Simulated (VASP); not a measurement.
Write the native input for VASP 6.6.1 that does the following.

```yaml
Task: single point
Functional: PBE
Potentials_or_basis: VASP PAW PBE potentials, release 64 (Na_pv, Li_sv)
Cutoff: 520 eV
k_mesh: 12 × 12 × 4
Occupations: gaussian, width 0.1 eV
Spin: no spin polarisation
Dipole_correction: no
Further_INCAR_settings: ALGO = Fast; EDIFF = 1e-07; NBANDS = 22
```

The structure of NaLi2 lies in POSCAR:

```
NaLi2
1.0
    3.3315885011      0.0000000028      0.0000000000
   -1.6657942530      2.8852402755      0.0000000000
    0.0000000000      0.0000000000     16.0748100850
Na Li
2 4
Direct
    0.6666666667      0.3333333333      0.3253372700
    0.6666666667      0.3333333333      0.6746627300
    0.0000000000      0.0000000000      0.8509251790
    0.3333333333      0.6666666667      0.0000000000
    0.0000000000      0.0000000000      0.1490748210
    0.0000000000      0.0000000000      0.5000000000
```

The cell was built from a structure type or drawn by symmetry, and may not be a known phase.

The input as run:

INCAR

```
SYSTEM = NaLi2
ALGO = Fast
EDIFF = 1E-7
ENCUT = 520
GGA = PE
ISIF = 2
ISMEAR = 0
LASPH = .True.
LCHARG = .False.
LREAL = .False.
LWAVE = .False.
NBANDS = 22
NELM = 100
PREC = Accurate
SIGMA = 0.1
```

KPOINTS

```
k-points
0
Gamma
  12 12 4
  0 0 0
```

Potentials or basis: VASP PAW PBE potentials, release 64 (Na_pv, Li_sv).

The run is started by

```sh
$ cat potpaw_PBE.64/Na_pv/POTCAR potpaw_PBE.64/Li_sv/POTCAR > POTCAR
$ mpirun -np 1 vasp_std > vasp.out
```

Results of the run:

```json
{
  "Band gap on the k mesh": "zero (bands 13 and 14 overlap by 3.89 eV)"
}
```

Wall time 14 min on 1 thread of Intel(R) Xeon(R) Platinum 8259CL CPU @ 2.50GHz (Skylake/Cascade Lake), on a shared host, peak memory 0.37 GiB.
